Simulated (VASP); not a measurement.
# SiC (P6_3mc) in VASP: further runs

SiC is run at these levels: r2SCAN; tasks: single point.

All numbers are computed with VASP 6.6.1; they aren't measurements. Logs are shortened: lines on timing, memory, paths and dates and some standing lists are left out, and cuts for length are marked.

## (1) The cell of the first run

The structure is hexagonal, space group P6_3mc (No. 186). Conventional cell: a = 2.891 Å, b = 2.891 Å, c = 5.048 Å, α = 90.00°, β = 90.00°, γ = 120.00°. Within 2.4 Å of Si (site symmetry 3m) lie 4 C at 1.78 to 1.90 Å. Within 2.4 Å of C (site symmetry 3m) lie 4 Si at 1.78 to 1.90 Å.

## (2) Single point, r2SCAN (strain -0.0600 x Voigt [1, 1, 0, 0, 0, 0])

Input file POSCAR:

```
SiC
1.0
    2.8906833055      0.0000000000      0.0000000000
   -1.4453416527      2.5034051769      0.0000000000
    0.0000000000      0.0000000000      5.0481668544
Si C
2 2
Direct
    0.3333333333      0.6666666667      0.0046028828
    0.6666666667      0.3333333333      0.5046028828
    0.3333333333      0.6666666667      0.3803971172
    0.6666666667      0.3333333333      0.8803971172
```

Input file INCAR.step1:

```
SYSTEM = SiC
  PREC = Accurate
  ENCUT = 520
  ISMEAR = 0
  SIGMA = 0.05
  LREAL = .FALSE.
  LASPH = .TRUE.
  NELM = 80
  NBANDS = 16
  GGA = PE
  ALGO = Normal
  EDIFF = 1E-4
  LWAVE = .TRUE.
  LCHARG = .FALSE.
```

Input file INCAR.step2:

```
SYSTEM = SiC
  PREC = Accurate
  ENCUT = 520
  EDIFF = 1E-6
  ISMEAR = 0
  SIGMA = 0.05
  LREAL = .FALSE.
  LASPH = .TRUE.
  NELM = 80
  ALGO = Normal
  ISIF = 2
  LWAVE = .FALSE.
  LCHARG = .TRUE.
  METAGGA = R2SCAN
  LMIXTAU = .TRUE.
  LELF = .TRUE.
  LVHAR = .TRUE.
  NBANDS = 16
  ISTART = 1
```

Input file KPOINTS:

```
Automatic mesh
0
G
  12 12 6
  0 0 0
```

Potentials or basis: VASP PAW PBE potentials, release 64 (Si, C).

Started as:

```sh
> cat potpaw_PBE.64/Si/POTCAR potpaw_PBE.64/C/POTCAR > POTCAR
> cp INCAR.step1 INCAR
> mpirun -np 1 vasp_std > vasp.out
> cp INCAR.step2 INCAR
> mpirun -np 1 vasp_std > vasp.out
```

OUTCAR:

```text
SYSTEM = SiC
   PREC = Accurate
   ENCUT = 520
   EDIFF = 1E-6
   ISMEAR = 0
   LREAL = .FALSE.
   LASPH = .TRUE.
   NELM = 80
   ISIF = 2
   METAGGA = R2SCAN
   ISTART = 1

 ion  position               nearest neighbor table
   1  0.333  0.667  0.005-   4 1.78   4 1.78   4 1.78   3 1.90   2 3.03   2 3.03   2 3.03   2 3.03
                             2 3.03   2 3.03
   2  0.667  0.333  0.505-   3 1.78   3 1.78   3 1.78   4 1.90   1 3.03   1 3.03   1 3.03   1 3.03
                             1 3.03   1 3.03
   3  0.333  0.667  0.380-   2 1.78   2 1.78   2 1.78   1 1.90
   4  0.667  0.333  0.880-   1 1.78   1 1.78   1 1.78   2 1.90

  LATTYP: Found a hexagonal cell.
 ALAT       =     2.8906833055
 C/A-ratio  =     1.7463576327

  Lattice vectors:

 A1 = (   2.8906833055,   0.0000000000,   0.0000000000)
 A2 = (  -1.4453416527,   2.5034051769,   0.0000000000)
 A3 = (   0.0000000000,   0.0000000000,   5.0481668544)

Analysis of symmetry for initial positions (statically):
=====================================================================
 Subroutine PRICEL returns:
 Original cell was already a primitive cell.

 Routine SETGRP: Setting up the symmetry group for a
 hexagonal supercell.

 Subroutine GETGRP returns: Found 12 space group operations
 (whereof  6 operations were pure point group operations)
 out of a pool of 24 trial point group operations.

The static configuration has the point symmetry C_3v.
 The point group associated with its full space group is C_6v.

Analysis of symmetry for dynamics (positions and initial velocities):
=====================================================================
 Subroutine PRICEL returns:
 Original cell was already a primitive cell.

 Routine SETGRP: Setting up the symmetry group for a
 hexagonal supercell.

 Subroutine GETGRP returns: Found 12 space group operations
 (whereof  6 operations were pure point group operations)
 out of a pool of 24 trial point group operations.

The dynamic configuration has the point symmetry C_3v.
 The point group associated with its full space group is C_6v.

 Subroutine INISYM returns: Found 12 space group operations
 (whereof  6 operations are pure point group operations),
 and found     1 'primitive' translations

----------------------------------------------------------------------------------------

                                     Primitive cell

  volume of cell :      36.5313

  direct lattice vectors                    reciprocal lattice vectors
     2.890683306  0.000000000  0.000000000     0.345938968  0.199727956  0.000000000
    -1.445341653  2.503405177  0.000000000     0.000000000  0.399455913  0.000000000
     0.000000000  0.000000000  5.048166854     0.000000000  0.000000000  0.198091709

  length of vectors
     2.890683306  2.890683306  5.048166854     0.399455913  0.399455913  0.198091709

  position of ions in fractional coordinates (direct lattice)
     0.333333333  0.666666667  0.004602883
     0.666666667  0.333333333  0.504602883
     0.333333333  0.666666667  0.380397117
     0.666666667  0.333333333  0.880397117

  ion indices of the primitive-cell ions
   primitive index   ion index
                 1           1
                 2           2
                 3           3
                 4           4

----------------------------------------------------------------------------------------

 KPOINTS: Automatic mesh

Automatic generation of k-mesh.
 Grid dimensions read from file:
 generate k-points for:   12   12    6

 Generating k-lattice:

  Cartesian coordinates                     Fractional coordinates (reciprocal lattice)
     0.028828247  0.016643996  0.000000000     0.083333333  0.000000000  0.000000000
     0.000000000  0.033287993  0.000000000     0.000000000  0.083333333  0.000000000
     0.000000000  0.000000000  0.033015285     0.000000000  0.000000000  0.166666667

  Length of vectors
     0.033287993  0.033287993  0.033015285

  Shift w.r.t. Gamma in fractional coordinates (k-lattice)
     0.000000000  0.000000000  0.000000000

 Subroutine IBZKPT returns following result:
 ===========================================

 Found     76 irreducible k-points:

 Following reciprocal coordinates:
            Coordinates               Weight
  0.000000  0.000000  0.000000      1.000000
  0.083333  0.000000  0.000000      6.000000
  0.166667  0.000000  0.000000      6.000000
  0.250000  0.000000  0.000000      6.000000
  0.333333  0.000000  0.000000      6.000000
  0.416667  0.000000  0.000000      6.000000
[... 16 lines left out ...]
  0.250000  0.000000  0.166667     12.000000
  0.333333  0.000000  0.166667     12.000000
 [... further k-points ...]
   k-points           NKPTS =     76   k-points in BZ     NKDIM =     76   number of bands    NBANDS=     16
   number of dos      NEDOS =    301   number of ions     NIONS =      4
   total plane-waves  NPLWV =  23040
   dimension x,y,z NGX =    24 NGY =   24 NGZ =   40
   dimension x,y,z NGXF=    48 NGYF=   48 NGZF=   80
   ions per type =               2   2
   NGX,Y,Z   is equivalent  to a cutoff of  13.80, 13.80, 13.17 a.u.
   NGXF,Y,Z  is equivalent  to a cutoff of  27.61, 27.61, 26.35 a.u.
 SYSTEM =  SiC
   PREC   = accura    normal or accurate (medium, high low for compatibility)
   ISTART =      1    job   : 0-new  1-cont  2-samecut
   ICHARG =      0    charge: 1-file 2-atom 10-const
   ISPIN  =      1    spin polarized calculation?
   LNONCOLLINEAR =      F non collinear calculations
   LSORBIT =      F    spin-orbit coupling
   LASPH  =      T    aspherical Exc in radial PAW
   ENCUT  =  520.0 eV  38.22 Ry    6.18 a.u.   5.37  5.37  9.39*2*pi/ulx,y,z
   NELM   =     80;   NELMIN=  2; NELMDL=  0     # of ELM steps
   EDIFF  = 0.1E-05   stopping-criterion for ELM
   LREAL  =      F    real-space projection
   EDIFFG = 0.1E-04   stopping-criterion for IOM
   NSW    =      0    number of steps for IOM
   IBRION =     -1    ionic relax: 0-MD 1-quasi-New 2-CG
   NFREE  =      0    steps in history (QN), initial steepest desc. (CG)
   ISIF   =      2    stress and relaxation
   ISYM   =      2    0-nonsym 1-usesym 2-fastsym
   POTIM  = 0.5000    time-step for ionic-motion
   TEBEG  =    0.0;   TEEND  =   0.0 temperature during run
   PSTRESS=    0.0 pullay stress
   NELECT =      16.0000    total number of electrons
   NUPDOWN=      -1.0000    fix difference up-down
   EMIN   =  10.00;   EMAX   =-10.00  energy-range for DOS
   EFERMI =   0.00;   METHOD = LEGACY
   ISMEAR =     0;   SIGMA  =   0.05  broadening in eV -4-tet -1-fermi 0-gaus
   EFERMI_NEDOS =   21; number of points for ismear=-14 and -15
   IALGO  =     38    algorithm
   IMIX   =      4    mixing-type and parameters
     AMIX     =   0.40;   BMIX     =  1.00
     AMIX_MAG =   1.60;   BMIX_MAG =  1.00
  volume/ion in A,a.u.               =       9.13        61.63
  Fermi-wavevector in a.u.,A,eV,Ry     =   1.243254  2.349409 21.030245  1.545679
  Thomas-Fermi vector in A             =   2.377572
   LORBIT       =      0    0 simple, 1 ext, 2 COOP (PROOUT), +10 PAW based schemes
   METAGGA = R2SCAN    functional components
   LHFCALC =     F    Hartree Fock is set to
   AEXX    =    0.0000 exact exchange contribution
   IVDW    =     0    specifies the selected vdW correction
   LEPSILON=     F    determine dielectric tensor
   LRPA    =     F    only Hartree local field effects (RPA)
 non-spin polarized calculation
 Gauss-broadening in eV      SIGMA  =   0.05
  energy-cutoff  :      520.00
  volume of cell :       36.53
 maximum number of plane-waves:      1003
 NGX is ok and might be reduce to    24
   NGX = 11   NGY = 11   NGZ = 19

 number of electron      16.0000000 magnetization

 Free energy of the ion-electron system (eV)
  ---------------------------------------------------
  ext. energy  EPLUGINS =         0.00000000
  ---------------------------------------------------
  free energy    TOTEN  =       -37.92190753 eV

  energy without entropy =      -37.92190753  energy(sigma->0) =      -37.92190753

 E-fermi :  10.0103     XC(G=0): -12.4956

 val. band max:        9.7309735580   @ k =   0.0000   0.0000   0.0000
 cond. band min:      11.8926747455   @ k =   0.3333   0.3333   0.0000
 fundamental gap:      2.1617011875
 Fermi energy:        10.0103314807

 k-point     1 :       0.0000    0.0000    0.0000
  band No.  band energies     occupation
      1      -7.7981      2.00000
      2      -4.2293      2.00000
      3      -0.2547      2.00000
      4       8.6098      2.00000
      5       8.6098      2.00000
      6       9.1090      2.00000
[... 8 lines left out ...]
     15      20.3617      0.00000
     16      22.8192      0.00000

 k-point     2 :       0.0833    0.0000    0.0000
  band No.  band energies     occupation
      1      -7.6538      2.00000
      2      -4.1027      2.00000
      3      -0.1153      2.00000
      4       7.8696      2.00000
      5       8.3586      2.00000
      6       9.0548      2.00000
[... 8 lines left out ...]
     15      20.6915      0.00000
     16      21.5401      0.00000

 k-point     3 :       0.1667    0.0000    0.0000
  band No.  band energies     occupation
      1      -7.2243      2.00000
      2      -3.7316      2.00000
      3       0.2966      2.00000
      4       6.1778      2.00000
      5       7.7965      2.00000
      6       7.9621      2.00000
[... 8 lines left out ...]
     15      21.2298      0.00000
     16      21.2684      0.00000
[... 362 lines left out ...]
 k-point    23 :       0.2500    0.0000    0.1667
  band No.  band energies     occupation
      1      -6.3860      2.00000
      2      -3.6076      2.00000
      3       1.5846      2.00000
      4       4.3856      2.00000
      5       6.0095      2.00000
      6       7.2829      2.00000
[... 8 lines left out ...]
     15      22.0830      0.00000
     16      22.4480      0.00000

 k-point    24 :       0.3333    0.0000    0.1667
  band No.  band energies     occupation
      1      -5.4457      2.00000
      2      -2.8533      2.00000
      3       1.7838      2.00000
      4       3.1584      2.00000
      5       4.3113      2.00000
      6       6.7857      2.00000
[... 8 lines left out ...]
     15      22.7519      0.00000
     16      24.0002      0.00000

 [... further k-points ...]

------------------------ aborting loop because EDIFF is reached ----------------------------------------

  FORCE on cell =-STRESS in cart. coord.  units (eV):
  Direction    XX          YY          ZZ          XY          YZ          ZX
  --------------------------------------------------------------------------------------
  -------------------------------------------------------------------------------------
  Total       12.1693850     12.1693850      1.1795467      0.0000000      0.0000000      0.0000000
  in kB      533.7204627    533.7204628     51.7321288      0.0000000      0.0000000      0.0000000
  external PRESSURE =     373.0576848 kB  Pullay stress =       0.0000000 kB

 VOLUME and BASIS-vectors are now :
 -----------------------------------------------------------------------------
  energy-cutoff  :      520.00
  volume of cell :       36.53
      direct lattice vectors                 reciprocal lattice vectors
     2.890683306  0.000000000  0.000000000     0.345938968  0.199727956  0.000000000
    -1.445341653  2.503405177  0.000000000     0.000000000  0.399455913  0.000000000
     0.000000000  0.000000000  5.048166854     0.000000000  0.000000000  0.198091709

 POSITION                                       TOTAL-FORCE (eV/Angst)
 -----------------------------------------------------------------------------------
     -0.00000      1.66894      0.02324        -0.000000      0.000000      0.892652
      1.44534      0.83447      2.54732         0.000000     -0.000000      0.892652
     -0.00000      1.66894      1.92031         0.000000      0.000000     -0.892652
      1.44534      0.83447      4.44439         0.000000     -0.000000     -0.892652
 -----------------------------------------------------------------------------------
    total drift:                               -0.000000     -0.000000     -0.000421

  FREE ENERGIE OF THE ION-ELECTRON SYSTEM (eV)
  ---------------------------------------------------
  free  energy   TOTEN  =       -37.9219075293 eV

  energy  without entropy=      -37.9219075293  energy(sigma->0) =      -37.92190753
```

It took 1.8 min on 1 thread of AMD EPYC 9R45 (Zen 5), shared host; peak memory 0.15 GiB.

What came out:

```
Free energy            : -37.9219 eV
Pressure               : 37.3 GPa
Largest force          : 0.893 eV/Å
Band gap on the k mesh : 2.16 eV, indirect (least direct gap 5.26 eV)
```

Forces on the atoms (eV/Å):
```
Si   0.000  0.000  0.893
Si   0.000  0.000  0.893
C    0.000  0.000 -0.893
C    0.000  0.000 -0.893
```

Stress tensor (GPa, compression positive):
```
53.37  0.00  0.00
 0.00 53.37  0.00
 0.00  0.00  5.17
```

Caveat: the cell differs from its parent crystal (strain -0.0600 x Voigt [1, 1, 0, 0, 0, 0]); the PAW data sets were made with another functional, which shifts forces and pressure a little. A k mesh can miss the band edges.

## (3) Single point, r2SCAN (strain -0.0450 x Voigt [1, 1, 0, 0, 0, 0])

Edit POSCAR of step 2 so:

```diff
@@ -2,4 +2,4 @@
 1.0
-    2.8906833055      0.0000000000      0.0000000000
-   -1.4453416527      2.5034051769      0.0000000000
+    2.9368112306      0.0000000000      0.0000000000
+   -1.4684056153      2.5433531319      0.0000000000
     0.0000000000      0.0000000000      5.0481668544
```

Input file INCAR.step1:

```
ALGO = Normal
EDIFF = 1E-4
ENCUT = 520
GGA = PE
ISMEAR = 0
LASPH = T
LCHARG = F
LREAL = F
LWAVE = T
NBANDS = 16
NELM = 80
PREC = Accurate
SIGMA = 0.05
```

Input file INCAR.step2:

```
ALGO = Normal
EDIFF = 1E-6
ENCUT = 520
ISIF = 2
ISMEAR = 0
ISTART = 1
LASPH = T
LCHARG = F
LMIXTAU = T
LREAL = F
LWAVE = F
METAGGA = R2SCAN
NBANDS = 16
NELM = 80
PREC = Accurate
SIGMA = 0.05
```

Input file KPOINTS:

```
k-points
0
Gamma
  12 12 6
```

Potentials or basis: VASP PAW PBE potentials, release 64 (Si, C).

Started as:

```sh
> cat potpaw_PBE.64/Si/POTCAR potpaw_PBE.64/C/POTCAR > POTCAR
> cp INCAR.step1 INCAR
> mpirun -np 1 vasp_std > vasp.out
> cp INCAR.step2 INCAR
> mpirun -np 1 vasp_std > vasp.out
```

It took 2 min on 1 thread of AMD EPYC 9R45 (Zen 5), shared host; peak memory 0.15 GiB.

It converged, with:

```
Free energy            : -38.2522 eV
Pressure               : 25.8 GPa
Largest force          : 0.597 eV/Å
Band gap on the k mesh : 2.30 eV, indirect (least direct gap 5.15 eV)
```

Forces on the atoms (eV/Å):
```
Si   0.000  0.000  0.597
Si   0.000  0.000  0.597
C    0.000  0.000 -0.597
C    0.000  0.000 -0.597
```

Stress tensor (GPa, compression positive):
```
37.02  0.00  0.00
 0.00 37.02  0.00
 0.00  0.00  3.46
```

Levels at points of the mesh, in eV from the valence-band top:
| k point | band 6 | band 7 | band 8 | band 9 | band 10 | band 11 |
| --- | --- | --- | --- | --- | --- | --- |
| (0.00, 0.00, 0.00) | -0.46 | 0.00 | 0.00 | 6.46 | 6.97 | 8.17 |
| (0.50, 0.00, 0.00) | -3.66 | -3.48 | -1.42 | 3.72 | 4.39 | 8.20 |
| (0.00, 0.00, 0.50) | -0.63 | -0.63 | -0.63 | 7.83 | 7.83 | 8.77 |
| (0.50, 0.00, 0.50) | -2.82 | -2.61 | -2.61 | 3.65 | 3.65 | 6.06 |

Caveat: the cell differs from its parent crystal (strain -0.0450 x Voigt [1, 1, 0, 0, 0, 0]); the PAW data sets were made with another functional, which shifts forces and pressure a little. A k mesh can miss the band edges.
